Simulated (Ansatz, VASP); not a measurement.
## TaN: VASP beside Ansatz

Contents of INCAR:

```
SYSTEM = TaN
PREC = Accurate
ENCUT = 520
EDIFF = 1E-6
ISMEAR = 0
SIGMA = 0.15
LREAL = .FALSE.
LASPH = .TRUE.
NELM = 60
ALGO = Normal
ISIF = 2
LWAVE = .FALSE.
LCHARG = .FALSE.
NBANDS = 15
```

File KPOINTS:

```
regular mesh
0
G
  20 20 20
  0 0 0
```

Contents of POSCAR:

```
TaN
1.0
    0.0000000000      2.3002988113      1.9552539896
    2.3002988113      0.0000000000      1.9552539896
    2.3002988113      2.3002988113      0.0000000000
Ta N
1 1
Direct
    0.5000000000      0.5000000000      0.5000000000
    0.0000000000      0.0000000000      0.0000000000
```

Input for Ansatz:

```yaml
crystal:
  lattice:
    - [0.0, 2.3002988113, 1.9552539896]
    - [2.3002988113, 0.0, 1.9552539896]
    - [2.3002988113, 2.3002988113, 0.0]
  atoms:
    - { symbol: Ta, position: [0.5, 0.5, 0.5] }
    - { symbol: "N", position: [0.0, 0.0, 0.0] }
basis:
  ecutwfc: 420
kpoints:
  mp_grid: { grid: [20, 20, 20] }
hamiltonian:
  xc: lda
scf:
  occupations: { method: gaussian, width: 0.15 }
output:
  forces: true
  stress: true
  eigenvalues: true
```

Alike in both runs: task single point; functional LDA; k mesh 20 × 20 × 20; occupations gaussian, width 0.15 eV; no spin polarisation.

|  | VASP | Ansatz |
| --- | --- | --- |
| version | VASP 6.6.1 | Ansatz 0.2.0 |
| potentials or method | VASP PAW LDA potentials, release 64 (Ta_pv, N), cutoff 520 eV | scalar-relativistic, plane waves, PAW |
| valence electrons in the cell | 16 | 18 |

Ansatz gave:

| Property | Result |
| --- | --- |
| gap on the k mesh at the Fermi level (eV) | none |
| pressure (GPa) | 23.6 |
| traceless stress, the component that is largest in VASP (GPa) | 87.27 |

Q: What did VASP give for the same quantities?

A: gap on the k mesh at the Fermi level (eV): none; pressure (GPa): 26.0; traceless stress, the component that is largest in VASP (GPa): 89.06.

LDA's correlation is that of Perdew and Zunger in VASP and of Perdew and Wang (1992) in Ansatz. A gap of «none» marks a metal or a gap that the smearing closes. VASP's potentials hold 16 valence electrons a cell and Ansatz's 18, so a difference there can come from the potentials and not from the codes.

Spin-orbit coupling is off throughout.
